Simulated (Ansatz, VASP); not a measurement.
## GaRe2Sb3 in VASP and in Ansatz

```
Ga Re Sb
1.0
     7.39716    0.00000    0.00000
    -3.69858    6.40613    0.00000
     0.00000    0.00000    4.78292
Ga Re Sb
1 2 3
Direct
  0.00000 0.00000 0.50000
  0.33333 0.66667 0.50000
  0.33333 0.66667 0.00000
  0.53197 0.46803 0.50000
  0.53197 0.06394 0.50000
  0.93606 0.46803 0.50000
```

Alike in both runs: functional PBE; k mesh 3 × 3 × 4; occupations gaussian, width 0.1 eV; no spin polarisation.

Ansatz relaxed the structure, and its values are those at the end. VASP's run is a single point on that final structure, the one shown.

```csv
,VASP,Ansatz
version,VASP 6.6.1,Ansatz 0.2.0
potentials or method,"VASP PAW PBE potentials, release 64 (Ga_d, Re_sv_GW, Sb_d_GW), cutoff 560 eV","scalar-relativistic, plane waves, PAW"
valence electrons in the cell,88,88
```

|  | VASP | Ansatz | Ansatz less VASP |
| --- | --- | --- | --- |
| gap on the k mesh at the Fermi level (eV) | none | none | - |
| pressure (GPa) | -0.2 | 0.0 | +0.19 |
| rms of the force components (eV/Å) | 0.006 | 0.003 | -0.0032 |

A gap of «none» marks a metal or a gap that the smearing closes.

Spin-orbit coupling is off throughout.
